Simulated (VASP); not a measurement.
# Ca5SiN2 (Cmmm) in VASP: notebook

The runs below take Ca5SiN2 through single point, relaxation of cell and atoms, with PBE.

Program: VASP 6.6.1. These are calculated values, not measurements. Logs are shortened: lines on timing, memory, paths and dates and some standing lists are left out, and cuts for length are marked.

**1. The cell of the first run**

The structure is orthorhombic, space group Cmmm (No. 65). Conventional cell: a = 4.896 Å, b = 14.560 Å, c = 4.872 Å, α = 90.00°, β = 90.00°, γ = 90.00°. Within 3.2 Å of Ca (site symmetry mmm) lie 2 N at 2.40 Å and 4 Ca at 3.16 Å. Within 3.2 Å of Ca (site symmetry m2m) lie 3 N at 2.41 to 2.45 Å. Within 3.3 Å of Ca (site symmetry m2m) lie 2 N at 2.47 Å and 2 Ca at 3.16 Å and 2 Si at 3.17 Å. Within 4.3 Å of Si (site symmetry mmm) lie 12 Ca at 3.17 to 3.47 Å and 8 N at 4.21 Å. Within 3.2 Å of N (site symmetry m2m) lie 6 Ca at 2.40 to 2.47 Å.

**2. Single point, PBE (built by hand: sheared layered antiperovskite (Cmmm, No. 65))**

Contents of INCAR:

```
  PREC = Accurate
  ENCUT = 520
  EDIFF = 1E-6
  ISMEAR = 0
  SIGMA = 0.15
  LREAL = False
  LASPH = True
  NELM = 80
  ALGO = Normal
  ISIF = 2
  LWAVE = False
  LCHARG = False
  GGA = PE
  NBANDS = 42
```

Contents of KPOINTS:

```
regular mesh
0
Gamma
  3 3 3
```

Contents of POSCAR:

```
Ca5SiN2
1.0
    2.4479957953     -7.2800387396      0.0000000000
    2.4479957953      7.2800387396      0.0000000000
    0.0000000000      0.0000000000      4.8719257136
Ca Si N
5 1 2
Direct
    0.0000000000      0.0000000000      0.0000000000
    0.3307285234      0.6692714766      0.0000000000
    0.6692714766      0.3307285234      0.0000000000
    0.1383455492      0.8616544508      0.5000000000
    0.8616544508      0.1383455492      0.5000000000
    0.5000000000      0.5000000000      0.5000000000
    0.8350807914      0.1649192086      0.0000000000
    0.1649192086      0.8350807914      0.0000000000
```

Potentials or basis: VASP PAW PBE potentials, release 64 (Ca_sv, Si, N).

The run is started by

```sh
$ cat potpaw_PBE.64/Ca_sv/POTCAR potpaw_PBE.64/Si/POTCAR potpaw_PBE.64/N/POTCAR > POTCAR
$ mpirun -np 1 vasp_std > vasp.out
```

OUTCAR:

```text
PREC = Accurate
   ENCUT = 520
   EDIFF = 1E-6
   ISMEAR = 0
   LREAL = False
   LASPH = True
   NELM = 80
   ISIF = 2
   GGA = PE

 ion  position               nearest neighbor table
   1  0.000  0.000  0.000-   7 2.40   8 2.40   4 3.16   5 3.16   4 3.16   5 3.16
   2  0.331  0.669  0.000-   8 2.41   7 2.45   7 2.45
   3  0.669  0.331  0.000-   7 2.41   8 2.45   8 2.45
   4  0.138  0.862  0.500-   8 2.47   8 2.47   1 3.16   1 3.16
   5  0.862  0.138  0.500-   7 2.47   7 2.47   1 3.16   1 3.16
   6  0.500  0.500  0.500-
   7  0.835  0.165  0.000-   1 2.40   3 2.41   2 2.45   2 2.45   5 2.47   5 2.47
   8  0.165  0.835  0.000-   1 2.40   2 2.41   3 2.45   3 2.45   4 2.47   4 2.47

  LATTYP: Found a base centered orthorhombic cell.
 ALAT       =     4.8959915906
 B/A-ratio  =     2.9738771421
 C/A-ratio  =     0.9950845755

  Lattice vectors:

 A1 = (   2.4479957953,  -7.2800387396,   0.0000000000)
 A2 = (   2.4479957953,   7.2800387396,   0.0000000000)
 A3 = (   0.0000000000,   0.0000000000,   4.8719257136)

Analysis of symmetry for initial positions (statically):
=====================================================================
 Subroutine PRICEL returns:
 Original cell was already a primitive cell.

 Routine SETGRP: Setting up the symmetry group for a
 base centered orthorhombic supercell.

 Subroutine GETGRP returns: Found  8 space group operations
 (whereof  8 operations were pure point group operations)
 out of a pool of  8 trial point group operations.

The static configuration has the point symmetry D_2h.

Analysis of symmetry for dynamics (positions and initial velocities):
=====================================================================
 Subroutine PRICEL returns:
 Original cell was already a primitive cell.

 Routine SETGRP: Setting up the symmetry group for a
 base centered orthorhombic supercell.

 Subroutine GETGRP returns: Found  8 space group operations
 (whereof  8 operations were pure point group operations)
 out of a pool of  8 trial point group operations.

The dynamic configuration has the point symmetry D_2h.

 Subroutine INISYM returns: Found  8 space group operations
 (whereof  8 operations are pure point group operations),
 and found     1 'primitive' translations

----------------------------------------------------------------------------------------

                                     Primitive cell

  volume of cell :     173.6501

  direct lattice vectors                    reciprocal lattice vectors
     2.447995795 -7.280038740  0.000000000     0.204248717 -0.068680953  0.000000000
     2.447995795  7.280038740  0.000000000     0.204248717  0.068680953  0.000000000
     0.000000000  0.000000000  4.871925714     0.000000000  0.000000000  0.205257645

  length of vectors
     7.680602025  7.680602025  4.871925714     0.215486918  0.215486918  0.205257645

  position of ions in fractional coordinates (direct lattice)
     0.000000000  0.000000000  0.000000000
     0.330728523  0.669271477  0.000000000
     0.669271477  0.330728523  0.000000000
     0.138345549  0.861654451  0.500000000
     0.861654451  0.138345549  0.500000000
     0.500000000  0.500000000  0.500000000
     0.835080791  0.164919209  0.000000000
     0.164919209  0.835080791  0.000000000

  ion indices of the primitive-cell ions
   primitive index   ion index
                 1           1
                 2           2
                 3           3
                 4           4
                 5           5
                 6           6
                 7           7
                 8           8

----------------------------------------------------------------------------------------

 KPOINTS: regular mesh

Automatic generation of k-mesh.
 Grid dimensions read from file:
 generate k-points for:    3    3    3

 Generating k-lattice:

  Cartesian coordinates                     Fractional coordinates (reciprocal lattice)
     0.068082906 -0.022893651  0.000000000     0.333333333  0.000000000  0.000000000
     0.068082906  0.022893651  0.000000000     0.000000000  0.333333333  0.000000000
     0.000000000  0.000000000  0.068419215     0.000000000  0.000000000  0.333333333

  Length of vectors
     0.071828973  0.071828973  0.068419215

  Shift w.r.t. Gamma in fractional coordinates (k-lattice)
     0.000000000  0.000000000  0.000000000

 Subroutine IBZKPT returns following result:
 ===========================================

 Found      8 irreducible k-points:

 Following reciprocal coordinates:
            Coordinates               Weight
  0.000000  0.000000  0.000000      1.000000
  0.333333  0.000000  0.000000      4.000000
  0.333333  0.333333  0.000000      2.000000
 -0.333333  0.333333  0.000000      2.000000
  0.000000  0.000000  0.333333      2.000000
  0.333333  0.000000  0.333333      8.000000
  0.333333  0.333333  0.333333      4.000000
 -0.333333  0.333333  0.333333      4.000000
   k-points           NKPTS =      8   k-points in BZ     NKDIM =      8   number of bands    NBANDS=     42
   number of dos      NEDOS =    301   number of ions     NIONS =      8
   total plane-waves  NPLWV = 129600
   dimension x,y,z NGX =    60 NGY =   60 NGZ =   36
   dimension x,y,z NGXF=   120 NGYF=  120 NGZF=   72
   ions per type =               5   1   2
   NGX,Y,Z   is equivalent  to a cutoff of  12.99, 12.99, 12.28 a.u.
   NGXF,Y,Z  is equivalent  to a cutoff of  25.97, 25.97, 24.57 a.u.
 SYSTEM =  unknown system
   PREC   = accura    normal or accurate (medium, high low for compatibility)
   ISTART =      0    job   : 0-new  1-cont  2-samecut
   ICHARG =      2    charge: 1-file 2-atom 10-const
   ISPIN  =      1    spin polarized calculation?
   LNONCOLLINEAR =      F non collinear calculations
   LSORBIT =      F    spin-orbit coupling
   LASPH  =      T    aspherical Exc in radial PAW
   ENCUT  =  520.0 eV  38.22 Ry    6.18 a.u.  14.28 14.28  9.06*2*pi/ulx,y,z
   NELM   =     80;   NELMIN=  2; NELMDL= -5     # of ELM steps
   EDIFF  = 0.1E-05   stopping-criterion for ELM
   LREAL  =      F    real-space projection
   EDIFFG = 0.1E-04   stopping-criterion for IOM
   NSW    =      0    number of steps for IOM
   IBRION =     -1    ionic relax: 0-MD 1-quasi-New 2-CG
   NFREE  =      0    steps in history (QN), initial steepest desc. (CG)
   ISIF   =      2    stress and relaxation
   ISYM   =      2    0-nonsym 1-usesym 2-fastsym
   POTIM  = 0.5000    time-step for ionic-motion
   TEBEG  =    0.0;   TEEND  =   0.0 temperature during run
   PSTRESS=    0.0 pullay stress
   NELECT =      64.0000    total number of electrons
   NUPDOWN=      -1.0000    fix difference up-down
   EMIN   =  10.00;   EMAX   =-10.00  energy-range for DOS
   EFERMI =   0.00;   METHOD = LEGACY
   ISMEAR =     0;   SIGMA  =   0.15  broadening in eV -4-tet -1-fermi 0-gaus
   EFERMI_NEDOS =   21; number of points for ismear=-14 and -15
   IALGO  =     38    algorithm
   IMIX   =      4    mixing-type and parameters
     AMIX     =   0.40;   BMIX     =  1.00
     AMIX_MAG =   1.60;   BMIX_MAG =  1.00
  volume/ion in A,a.u.               =      21.71       146.48
  Fermi-wavevector in a.u.,A,eV,Ry     =   1.173752  2.218070 18.744674  1.377695
  Thomas-Fermi vector in A             =   2.310160
   LORBIT       =      0    0 simple, 1 ext, 2 COOP (PROOUT), +10 PAW based schemes
   GGA     = PE    functional components
   LHFCALC =     F    Hartree Fock is set to
   AEXX    =    0.0000 exact exchange contribution
   IVDW    =     0    specifies the selected vdW correction
   LEPSILON=     F    determine dielectric tensor
   LRPA    =     F    only Hartree local field effects (RPA)
 non-spin polarized calculation
 Gauss-broadening in eV      SIGMA  =   0.15
  energy-cutoff  :      520.00
  volume of cell :      173.65
 maximum number of plane-waves:      4699
 NGX is ok and might be reduce to    60
   NGX = 29   NGY = 29   NGZ = 19

 number of electron      64.0000005 magnetization

 Free energy of the ion-electron system (eV)
  ---------------------------------------------------
  ext. energy  EPLUGINS =         0.00000000
  ---------------------------------------------------
  free energy    TOTEN  =       -36.99153730 eV

  energy without entropy =      -36.97372395  energy(sigma->0) =      -36.98263063

 E-fermi :   3.5479     XC(G=0):  -9.2814

 val. band max:        3.4844784608   @ k =   0.0000   0.0000   0.0000
 cond. band min:       3.5831541940   @ k =  -0.3333   0.3333   0.0000
 fundamental gap:      0.0986757332
 Fermi energy:         3.5479466270

 k-point     1 :       0.0000    0.0000    0.0000
  band No.  band energies     occupation
      1     -37.1205      2.00000
      2     -37.1092      2.00000
      3     -36.7590      2.00000
      4     -36.3278      2.00000
      5     -36.2979      2.00000
      6     -18.3388      2.00000
[... 34 lines left out ...]
     41       7.1137      0.00000
     42       7.3655      0.00000

 k-point     2 :       0.3333    0.0000    0.0000
  band No.  band energies     occupation
      1     -37.1185      2.00000
      2     -37.1099      2.00000
      3     -36.7586      2.00000
      4     -36.3208      2.00000
      5     -36.3056      2.00000
      6     -18.3281      2.00000
[... 34 lines left out ...]
     41       7.3186      0.00000
     42       7.5285      0.00000

 k-point     3 :       0.3333    0.3333    0.0000
  band No.  band energies     occupation
      1     -37.1171      2.00000
      2     -37.1113      2.00000
      3     -36.7586      2.00000
      4     -36.3208      2.00000
      5     -36.3056      2.00000
      6     -18.3209      2.00000
[... 177 lines left out ...]
      4     -36.3209      2.00000
      5     -36.3055      2.00000
      6     -18.4011      2.00000
[... 34 lines left out ...]
     41       7.4742      0.00000
     42       7.4815      0.00000

 k-point     8 :      -0.3333    0.3333    0.3333
  band No.  band energies     occupation
      1     -37.1135      2.00000
      2     -37.1102      2.00000
      3     -36.7636      2.00000
      4     -36.3288      2.00000
      5     -36.2976      2.00000
      6     -18.4019      2.00000
[... 34 lines left out ...]
     41       6.9421      0.00000
     42       7.1520      0.00000

------------------------ aborting loop because EDIFF is reached ----------------------------------------

  FORCE on cell =-STRESS in cart. coord.  units (eV):
  Direction    XX          YY          ZZ          XY          YZ          ZX
  --------------------------------------------------------------------------------------
  -------------------------------------------------------------------------------------
  Total        0.3958868      0.7686400      0.4052103      0.0000000      0.0000000      0.0000000
  in kB        3.6526375      7.0918342      3.7386604      0.0000000      0.0000000      0.0000000
  external PRESSURE =       4.8277107 kB  Pullay stress =       0.0000000 kB

 VOLUME and BASIS-vectors are now :
 -----------------------------------------------------------------------------
  energy-cutoff  :      520.00
  volume of cell :      173.65
      direct lattice vectors                 reciprocal lattice vectors
     2.447995795 -7.280038740  0.000000000     0.204248717 -0.068680953  0.000000000
     2.447995795  7.280038740  0.000000000     0.204248717  0.068680953  0.000000000
     0.000000000  0.000000000  4.871925714     0.000000000  0.000000000  0.205257645

 POSITION                                       TOTAL-FORCE (eV/Angst)
 -----------------------------------------------------------------------------------
      0.00000      0.00000      0.00000         0.000000     -0.000000     -0.000000
      2.44800      2.46461      0.00000         0.000000     -0.010242      0.000000
      2.44800     -2.46461      0.00000         0.000000      0.010242     -0.000000
      2.44800      5.26572      2.43596         0.000000     -0.024527     -0.000000
      2.44800     -5.26572      2.43596         0.000000      0.024527     -0.000000
      2.44800      0.00000      2.43596        -0.000000     -0.000000     -0.000000
      2.44800     -4.87880      0.00000         0.000000     -0.008301     -0.000000
      2.44800      4.87880      0.00000         0.000000      0.008301     -0.000000
 -----------------------------------------------------------------------------------
    total drift:                               -0.000000      0.000000     -0.000000

  FREE ENERGIE OF THE ION-ELECTRON SYSTEM (eV)
  ---------------------------------------------------
  free  energy   TOTEN  =       -36.9915373046 eV

  energy  without entropy=      -36.9737239496  energy(sigma->0) =      -36.98263063
```

Wall time 3.6 min (1 thread of Intel Xeon 8259CL, shared host); peak memory 0.36 GiB.

What came out:

```
Free energy            : -36.9915 eV
Pressure               : 0.5 GPa
Largest force          : 0.025 eV/Å
Band gap on the k mesh : zero (bands 32 and 33 overlap by 0.10 eV)
```

Forces on the atoms (eV/Å):
```
Ca   0.000  0.000  0.000
Ca   0.000 -0.010  0.000
Ca   0.000  0.010  0.000
Ca   0.000 -0.025  0.000
Ca   0.000  0.025  0.000
Si   0.000  0.000  0.000
N    0.000 -0.008  0.000
N    0.000  0.008  0.000
```

Levels at points of the mesh, in eV from the Fermi level:
```
           k point  band 28  band 29  band 30  band 31  band 32  band 33  band 34  band 35  band 36  band 37
(0.00, 0.00, 0.00)    -1.10    -1.03    -0.69    -0.57    -0.18    -0.06     0.77     1.69     1.86     1.91
```

Caveat: the k points lie up to 0.45 Å⁻¹ apart; the cell differs from its parent crystal (built by hand: sheared layered antiperovskite (Cmmm, No. 65)).

**3. Relaxation of cell and atoms, PBE (built by hand: sheared layered antiperovskite (Cmmm, No. 65))**

Contents of INCAR:

```
PREC = Accurate ; ENCUT = 600
EDIFF = 1E-7 ; ISMEAR = 0
SIGMA = 0.15 ; LREAL = False
LASPH = True ; NELM = 80
ALGO = Normal ; ISIF = 3
LWAVE = False ; LCHARG = False
GGA = PE ; IBRION = 2
NSW = 36 ; EDIFFG = -0.08
```

Contents of KPOINTS:

```
Automatic mesh
0
Gamma
  3 3 3
```

Contents of POSCAR:

```
Ca5SiN2
1.0
    2.3750000000     -6.7000000000      0.0000000000
    2.3750000000      6.7000000000      0.0000000000
    0.0000000000      0.0000000000      4.7000000000
Ca Si N
5 1 2
Direct
    0.0000000000      0.0000000000      0.0000000000
    0.3350000000      0.6650000000      0.0000000000
    0.6650000000      0.3350000000      0.0000000000
    0.1650000000      0.8350000000      0.5000000000
    0.8350000000      0.1650000000      0.5000000000
    0.5000000000      0.5000000000      0.5000000000
    0.8350000000      0.1650000000      0.0000000000
    0.1650000000      0.8350000000      0.0000000000
```

Potentials or basis: VASP PAW PBE potentials, release 64 (Ca_sv, Si, N).

The run is started by

```sh
$ cat potpaw_PBE.64/Ca_sv/POTCAR potpaw_PBE.64/Si/POTCAR potpaw_PBE.64/N/POTCAR > POTCAR
$ mpirun -np 1 vasp_std > vasp.out
```

It took 21 min on 1 thread of Intel Xeon 8259CL, shared host; peak memory 0.43 GiB.

The run converged. Its results:

* Free energy: -36.9863 eV
* Relaxed volume: 22.05 Å³/atom
* Relaxed cell: a = 7.743 Å, b = 7.743 Å, c = 4.890 Å, α = 90.00°, β = 90.00°, γ = 143.00°
* Space group after relaxing (to 0.1 Å): Cmmm (No. 65)
* Energy gained by relaxing: 170.7 meV/atom
* Ionic steps: 10
* Pressure after relaxing: -0.4 GPa
* Largest force after relaxing: 0.054 eV/Å
* Band gap on the k mesh: zero (bands 32 and 33 overlap by 0.11 eV)

Forces on the atoms (eV/Å):
```
Ca   0.000  0.000  0.000
Ca   0.000  0.034  0.000
Ca   0.000 -0.034  0.000
Ca   0.000  0.009  0.000
Ca   0.000 -0.009  0.000
Si   0.000  0.000  0.000
N    0.000  0.054  0.000
N    0.000 -0.054  0.000
```

Stress tensor (GPa, compression positive):
```
-0.50  0.00  0.00
 0.00 -0.42  0.00
 0.00  0.00 -0.25
```

The path:
```tsv
step	energy change (eV)	largest force (eV/Å)	pressure (GPa)	volume (Å³)
1	0.0000	1.5412	11.71	149.58
2	-0.9703	0.9646	-2.56	181.12
3	-1.0123	1.0682	-0.69	174.85
4	-1.1214	0.8333	-0.45	174.14
5	-1.2574	0.2149	0.36	172.11
6	-1.3218	0.2570	-0.01	173.47
7	-1.3411	0.2979	-0.18	174.64
8	-1.3628	0.1031	0.24	174.08
9	-1.3645	0.0492	0.41	173.87
10	-1.3658	0.0538	-0.39	176.41
```

Final structure:
```cif
data_structure
_symmetry_space_group_name_H-M 'P 1'
_symmetry_Int_Tables_number 1
_cell_length_a 7.7427
_cell_length_b 7.7427
_cell_length_c 4.8895
_cell_angle_alpha 90.000
_cell_angle_beta 90.000
_cell_angle_gamma 142.999
_cell_volume 176.41
loop_
_atom_site_label
_atom_site_type_symbol
_atom_site_fract_x
_atom_site_fract_y
_atom_site_fract_z
_atom_site_occupancy
Ca1 Ca 0.00000 0.00000 0.00000 1
Ca2 Ca 0.33045 0.66955 0.00000 1
Ca3 Ca 0.66955 0.33045 0.00000 1
Ca4 Ca 0.13827 0.86173 0.50000 1
Ca5 Ca 0.86173 0.13827 0.50000 1
Si1 Si 0.50000 0.50000 0.50000 1
N1 N 0.83581 0.16419 0.00000 1
N2 N 0.16419 0.83581 0.00000 1
```

Levels at points of the mesh, in eV from the Fermi level:
| k point | band 28 | band 29 | band 30 | band 31 | band 32 | band 33 | band 34 | band 35 | band 36 | band 37 |
| --- | --- | --- | --- | --- | --- | --- | --- | --- | --- | --- |
| (0.00, 0.00, 0.00) | -1.10 | -1.04 | -0.70 | -0.58 | -0.16 | -0.06 | 0.78 | 1.69 | 1.84 | 1.92 |

Caveat: the k points lie up to 0.45 Å⁻¹ apart in the final cell; the cell differs from its parent crystal (built by hand: sheared layered antiperovskite (Cmmm, No. 65)); the volume moved by over 15 % at a fixed basis, so the end points are rough; the relaxation stopped at a loose force limit of 0.08 eV/Å, so its end isn't a converged minimum.
